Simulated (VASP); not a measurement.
# In3P2 (R-3c) in VASP: further runs

The runs below take In3P2 through single point, relaxation of cell and atoms, with PBE.

Everything below comes from runs of VASP 6.6.1. Logs are shortened: lines on timing, memory, paths and dates and some standing lists are left out, and cuts for length are marked.

### Step 1. The cell of the first run

Symmetry: R-3c, No. 167, trigonal system. Conventional cell: a = 6.517 Å, b = 6.517 Å, c = 17.792 Å, α = 90.00°, β = 90.00°, γ = 120.00°. Within 4.0 Å of In (site symmetry 2) lie 4 P at 2.54 to 2.70 Å and 12 In at 3.46 to 3.92 Å. Within 3.4 Å of P (site symmetry 3) lie 6 In at 2.54 to 2.70 Å.

### Step 2. Single point, PBE

INCAR reads:

```
ALGO = Normal ; EDIFF = 1E-7
ENCUT = 520 ; GGA = PE
ISIF = 2 ; ISMEAR = 0
LASPH = T ; LCHARG = F
LREAL = F ; LWAVE = F
NBANDS = 60 ; NELM = 100
PREC = Accurate ; SIGMA = 0.1
```

KPOINTS reads:

```
k-points
0
Gamma
  3 3 3
```

POSCAR reads:

```
In3P2
1.0
    3.2583444293      1.8812060333      5.9306761688
   -3.2583444293      1.8812060333      5.9306761688
    0.0000000000     -3.7624120668      5.9306761688
In P
6 4
Direct
    0.0562500000      0.4437500000      0.7500000000
    0.7500000000      0.0562500000      0.4437500000
    0.4437500000      0.7500000000      0.0562500000
    0.9437500000      0.5562500000      0.2500000000
    0.2500000000      0.9437500000      0.5562500000
    0.5562500000      0.2500000000      0.9437500000
    0.8521800000      0.8521800000      0.8521800000
    0.6478200000      0.6478200000      0.6478200000
    0.1478200000      0.1478200000      0.1478200000
    0.3521800000      0.3521800000      0.3521800000
```

Potentials or basis: VASP PAW PBE potentials, release 64 (In_d, P).

Run with:

```console
cat potpaw_PBE.64/In_d/POTCAR potpaw_PBE.64/P/POTCAR > POTCAR
mpirun -np 1 vasp_std > vasp.out
```

OUTCAR:

```text
EDIFF = 1E-7
   ENCUT = 520
   GGA = PE
   ISIF = 2
   ISMEAR = 0
   LASPH = T
   LREAL = F
   NELM = 100
   PREC = Accurate

 ion  position               nearest neighbor table
   1  0.056  0.444  0.750-   9 2.54  10 2.54   7 2.70   8 2.70   2 3.46   3 3.46   4 3.59   4 3.59
                             5 3.73   6 3.73   6 3.73   5 3.73   2 3.92   3 3.92   3 3.92   2 3.92
   2  0.750  0.056  0.444-   9 2.54  10 2.54   8 2.70   7 2.70   3 3.46   1 3.46   5 3.59   5 3.59
                             4 3.73   4 3.73   6 3.73   6 3.73   1 3.92   3 3.92   3 3.92   1 3.92
   3  0.444  0.750  0.056-  10 2.54   9 2.54   7 2.70   8 2.70   2 3.46   1 3.46   6 3.59   6 3.59
                             4 3.73   4 3.73   5 3.73   5 3.73   1 3.92   2 3.92   2 3.92   1 3.92
   4  0.944  0.556  0.250-   7 2.54   8 2.54   9 2.70  10 2.70   6 3.46   5 3.46   1 3.59   1 3.59
                             2 3.73   3 3.73   2 3.73   3 3.73   5 3.92   6 3.92   6 3.92   5 3.92
   5  0.250  0.944  0.556-   7 2.54   8 2.54  10 2.70   9 2.70   6 3.46   4 3.46   2 3.59   2 3.59
                             1 3.73   1 3.73   3 3.73   3 3.73   4 3.92   6 3.92   6 3.92   4 3.92
   6  0.556  0.250  0.944-   8 2.54   7 2.54   9 2.70  10 2.70   5 3.46   4 3.46   3 3.59   3 3.59
                             1 3.73   1 3.73   2 3.73   2 3.73   4 3.92   5 3.92   5 3.92   4 3.92
   7  0.852  0.852  0.852-   5 2.54   6 2.54   4 2.54   3 2.70   1 2.70   2 2.70
   8  0.648  0.648  0.648-   6 2.54   5 2.54   4 2.54   2 2.70   1 2.70   3 2.70
   9  0.148  0.148  0.148-   2 2.54   3 2.54   1 2.54   6 2.70   4 2.70   5 2.70
  10  0.352  0.352  0.352-   3 2.54   2 2.54   1 2.54   5 2.70   4 2.70   6 2.70

  LATTYP: Found a trigonal (rhomboedric) cell.
 ALAT       =     7.0234367925
 COS(alpha) =     0.5695481095

  Lattice vectors:

 A1 = (   3.2583444293,   1.8812060333,   5.9306761688)
 A2 = (  -3.2583444293,   1.8812060333,   5.9306761688)
 A3 = (   0.0000000000,  -3.7624120668,   5.9306761688)

Analysis of symmetry for initial positions (statically):
=====================================================================
 Subroutine PRICEL returns:
 Original cell was already a primitive cell.

 Routine SETGRP: Setting up the symmetry group for a
 trigonal (rhombohedral) supercell.

 Subroutine GETGRP returns: Found 12 space group operations
 (whereof  6 operations were pure point group operations)
 out of a pool of 12 trial point group operations.

The static configuration has the point symmetry S_6 .
 The point group associated with its full space group is D_3d.

Analysis of symmetry for dynamics (positions and initial velocities):
=====================================================================
 Subroutine PRICEL returns:
 Original cell was already a primitive cell.

 Routine SETGRP: Setting up the symmetry group for a
 trigonal (rhombohedral) supercell.

 Subroutine GETGRP returns: Found 12 space group operations
 (whereof  6 operations were pure point group operations)
 out of a pool of 12 trial point group operations.

The dynamic configuration has the point symmetry S_6 .
 The point group associated with its full space group is D_3d.

 Subroutine INISYM returns: Found 12 space group operations
 (whereof  6 operations are pure point group operations),
 and found     1 'primitive' translations

----------------------------------------------------------------------------------------

                                     Primitive cell

  volume of cell :     218.1166

  direct lattice vectors                    reciprocal lattice vectors
     3.258344429  1.881206033  5.930676169     0.153452163  0.088595648  0.056204946
    -3.258344429  1.881206033  5.930676169    -0.153452163  0.088595648  0.056204946
     0.000000000 -3.762412067  5.930676169     0.000000000 -0.177191295  0.056204946

  length of vectors
     7.023436793  7.023436793  7.023436793     0.185891772  0.185891772  0.185891772

  position of ions in fractional coordinates (direct lattice)
     0.056250000  0.443750000  0.750000000
     0.750000000  0.056250000  0.443750000
     0.443750000  0.750000000  0.056250000
     0.943750000  0.556250000  0.250000000
     0.250000000  0.943750000  0.556250000
     0.556250000  0.250000000  0.943750000
     0.852180000  0.852180000  0.852180000
     0.647820000  0.647820000  0.647820000
     0.147820000  0.147820000  0.147820000
     0.352180000  0.352180000  0.352180000

  ion indices of the primitive-cell ions
   primitive index   ion index
                 1           1
                 2           2
                 3           3
                 4           4
                 5           5
                 6           6
                 7           7
                 8           8
                 9           9
                10          10

----------------------------------------------------------------------------------------

 KPOINTS: k-points

Automatic generation of k-mesh.
 Grid dimensions read from file:
 generate k-points for:    3    3    3

 Generating k-lattice:

  Cartesian coordinates                     Fractional coordinates (reciprocal lattice)
     0.051150721  0.029531883  0.018734982     0.333333333  0.000000000  0.000000000
    -0.051150721  0.029531883  0.018734982     0.000000000  0.333333333  0.000000000
     0.000000000 -0.059063765  0.018734982    -0.000000000 -0.000000000  0.333333333

  Length of vectors
     0.061963924  0.061963924  0.061963924

  Shift w.r.t. Gamma in fractional coordinates (k-lattice)
     0.000000000  0.000000000  0.000000000

 Subroutine IBZKPT returns following result:
 ===========================================

 Found      6 irreducible k-points:

 Following reciprocal coordinates:
            Coordinates               Weight
  0.000000  0.000000  0.000000      1.000000
  0.333333  0.000000  0.000000      6.000000
  0.333333  0.333333  0.000000      6.000000
 -0.333333  0.333333  0.000000      6.000000
  0.333333  0.333333  0.333333      2.000000
 -0.333333  0.333333  0.333333      6.000000
   k-points           NKPTS =      6   k-points in BZ     NKDIM =      6   number of bands    NBANDS=     60
   number of dos      NEDOS =    301   number of ions     NIONS =     10
   total plane-waves  NPLWV = 157464
   dimension x,y,z NGX =    54 NGY =   54 NGZ =   54
   dimension x,y,z NGXF=   108 NGYF=  108 NGZF=  108
   ions per type =               6   4
   NGX,Y,Z   is equivalent  to a cutoff of  12.78, 12.78, 12.78 a.u.
   NGXF,Y,Z  is equivalent  to a cutoff of  25.56, 25.56, 25.56 a.u.
 SYSTEM =  unknown system
   PREC   = accura    normal or accurate (medium, high low for compatibility)
   ISTART =      0    job   : 0-new  1-cont  2-samecut
   ICHARG =      2    charge: 1-file 2-atom 10-const
   ISPIN  =      1    spin polarized calculation?
   LNONCOLLINEAR =      F non collinear calculations
   LSORBIT =      F    spin-orbit coupling
   LASPH  =      T    aspherical Exc in radial PAW
   ENCUT  =  520.0 eV  38.22 Ry    6.18 a.u.  13.06 13.06 13.06*2*pi/ulx,y,z
   NELM   =    100;   NELMIN=  2; NELMDL= -5     # of ELM steps
   EDIFF  = 0.1E-06   stopping-criterion for ELM
   LREAL  =      F    real-space projection
   EDIFFG = 0.1E-05   stopping-criterion for IOM
   NSW    =      0    number of steps for IOM
   IBRION =     -1    ionic relax: 0-MD 1-quasi-New 2-CG
   NFREE  =      0    steps in history (QN), initial steepest desc. (CG)
   ISIF   =      2    stress and relaxation
   ISYM   =      2    0-nonsym 1-usesym 2-fastsym
   POTIM  = 0.5000    time-step for ionic-motion
   TEBEG  =    0.0;   TEEND  =   0.0 temperature during run
   PSTRESS=    0.0 pullay stress
   NELECT =      98.0000    total number of electrons
   NUPDOWN=      -1.0000    fix difference up-down
   EMIN   =  10.00;   EMAX   =-10.00  energy-range for DOS
   EFERMI =   0.00;   METHOD = LEGACY
   ISMEAR =     0;   SIGMA  =   0.10  broadening in eV -4-tet -1-fermi 0-gaus
   EFERMI_NEDOS =   21; number of points for ismear=-14 and -15
   IALGO  =     38    algorithm
   IMIX   =      4    mixing-type and parameters
     AMIX     =   0.40;   BMIX     =  1.00
     AMIX_MAG =   1.60;   BMIX_MAG =  1.00
  volume/ion in A,a.u.               =      21.81       147.19
  Fermi-wavevector in a.u.,A,eV,Ry     =   1.253874  2.369478 21.391082  1.572200
  Thomas-Fermi vector in A             =   2.387706
   LORBIT       =      0    0 simple, 1 ext, 2 COOP (PROOUT), +10 PAW based schemes
   GGA     = PE    functional components
   LHFCALC =     F    Hartree Fock is set to
   AEXX    =    0.0000 exact exchange contribution
   IVDW    =     0    specifies the selected vdW correction
   LEPSILON=     F    determine dielectric tensor
   LRPA    =     F    only Hartree local field effects (RPA)
 non-spin polarized calculation
 Gauss-broadening in eV      SIGMA  =   0.10
  energy-cutoff  :      520.00
  volume of cell :      218.12
 maximum number of plane-waves:      5890
 NGX is ok and might be reduce to    54
   NGX = 27   NGY = 27   NGZ = 27

 number of electron      97.9999983 magnetization

 Free energy of the ion-electron system (eV)
  ---------------------------------------------------
  ext. energy  EPLUGINS =         0.00000000
  ---------------------------------------------------
  free energy    TOTEN  =       -34.48113393 eV

  energy without entropy =      -34.45342112  energy(sigma->0) =      -34.46727752

 E-fermi :   8.3287     XC(G=0): -10.2998

 val. band max:        8.3142941926   @ k =   0.3333   0.3333   0.3333
 cond. band min:       8.3494230355   @ k =   0.3333   0.3333   0.3333
 fundamental gap:      0.0351288430
 Fermi energy:         8.3286972596

 k-point     1 :       0.0000    0.0000    0.0000
  band No.  band energies     occupation
      1      -7.2389      2.00000
      2      -7.0279      2.00000
      3      -6.9681      2.00000
      4      -6.8857      2.00000
      5      -6.8857      2.00000
      6      -6.8840      2.00000
[... 52 lines left out ...]
     59      12.3888      0.00000
     60      12.4094      0.00000

 k-point     2 :       0.3333    0.0000    0.0000
  band No.  band energies     occupation
      1      -7.1954      2.00000
      2      -7.0746      2.00000
      3      -7.0178      2.00000
      4      -7.0064      2.00000
      5      -6.8718      2.00000
      6      -6.8589      2.00000
[... 52 lines left out ...]
     59      11.8859      0.00000
     60      12.2198      0.00000

 k-point     3 :       0.3333    0.3333    0.0000
  band No.  band energies     occupation
      1      -7.1971      2.00000
      2      -7.0736      2.00000
      3      -7.0144      2.00000
      4      -7.0117      2.00000
      5      -6.8837      2.00000
      6      -6.8543      2.00000
[... 52 lines left out ...]
     59      12.1411      0.00000
     60      12.4408      0.00000

 k-point     4 :      -0.3333    0.3333    0.0000
  band No.  band energies     occupation
      1      -7.1282      2.00000
      2      -7.1167      2.00000
      3      -7.0635      2.00000
      4      -7.0512      2.00000
      5      -6.8786      2.00000
      6      -6.8695      2.00000
[... 52 lines left out ...]
     59      11.6169      0.00000
     60      11.9003      0.00000

 k-point     5 :       0.3333    0.3333    0.3333
  band No.  band energies     occupation
      1      -7.2149      2.00000
      2      -7.1087      2.00000
      3      -6.9156      2.00000
      4      -6.8856      2.00000
      5      -6.8822      2.00000
      6      -6.8822      2.00000
[... 52 lines left out ...]
     59      12.3994      0.00000
     60      12.3994      0.00000

 k-point     6 :      -0.3333    0.3333    0.3333
  band No.  band energies     occupation
      1      -7.1487      2.00000
      2      -7.1474      2.00000
      3      -7.0055      2.00000
      4      -6.9997      2.00000
      5      -6.8702      2.00000
      6      -6.8593      2.00000
[... 52 lines left out ...]
     59      11.7826      0.00000
     60      12.1886      0.00000

------------------------ aborting loop because EDIFF is reached ----------------------------------------

  FORCE on cell =-STRESS in cart. coord.  units (eV):
  Direction    XX          YY          ZZ          XY          YZ          ZX
  --------------------------------------------------------------------------------------
  -------------------------------------------------------------------------------------
  Total       17.6102382     17.6102382     17.2682113      0.0000000     -0.0000000     -0.0000000
  in kB      129.3561254    129.3561254    126.8437643      0.0000000     -0.0000000     -0.0000000
  external PRESSURE =     128.5186717 kB  Pullay stress =       0.0000000 kB

 VOLUME and BASIS-vectors are now :
 -----------------------------------------------------------------------------
  energy-cutoff  :      520.00
  volume of cell :      218.12
      direct lattice vectors                 reciprocal lattice vectors
     3.258344429  1.881206033  5.930676169     0.153452163  0.088595648  0.056204946
    -3.258344429  1.881206033  5.930676169    -0.153452163  0.088595648  0.056204946
     0.000000000 -3.762412067  5.930676169     0.000000000 -0.177191295  0.056204946

 POSITION                                       TOTAL-FORCE (eV/Angst)
 -----------------------------------------------------------------------------------
     -1.26261     -1.88121      7.41335        -0.120481     -0.000000      0.000000
      2.26048     -0.15285      7.41335         0.060241     -0.104340      0.000000
     -0.99787      2.03405      7.41335         0.060241      0.104340      0.000000
      1.26261      1.88121     10.37868         0.120481     -0.000000      0.000000
     -2.26048      0.15285     10.37868        -0.060241      0.104340      0.000000
      0.99787     -2.03405     10.37868        -0.060241     -0.104340      0.000000
      0.00000     -0.00000     15.16201         0.000000      0.000000     -0.013256
      0.00000     -0.00000     11.52603         0.000000     -0.000000      0.013256
      0.00000     -0.00000      2.63002         0.000000     -0.000000      0.013256
      0.00000     -0.00000      6.26600         0.000000      0.000000     -0.013256
 -----------------------------------------------------------------------------------
    total drift:                                0.000000     -0.000000      0.000000

  FREE ENERGIE OF THE ION-ELECTRON SYSTEM (eV)
  ---------------------------------------------------
  free  energy   TOTEN  =       -34.4811339295 eV

  energy  without entropy=      -34.4534211173  energy(sigma->0) =      -34.46727752
```

It took 97 s on 1 thread of Intel Xeon 6975P-C (Granite Rapids), shared host; peak memory 0.41 GiB.

What came out:

| Item | Value |
| --- | --- |
| Free energy | -34.4811 eV |
| Pressure | 12.9 GPa |
| Largest force | 0.120 eV/Å |
| Band gap on the k mesh | zero (bands 49 and 50 overlap by 0.31 eV) |

Forces on the atoms (eV/Å):
```
In  -0.120  0.000  0.000
In   0.060 -0.104  0.000
In   0.060  0.104  0.000
In   0.120  0.000  0.000
In  -0.060  0.104  0.000
In  -0.060 -0.104  0.000
P    0.000  0.000 -0.013
P    0.000  0.000  0.013
P    0.000  0.000  0.013
P    0.000  0.000 -0.013
```

Caveat: the k points lie up to 0.39 Å⁻¹ apart; semilocal functionals underestimate gaps, so a narrow gap can read as zero; spin-orbit coupling is left out, which moves the levels of the heavy elements.

(Part 1 of 3 ends here.)
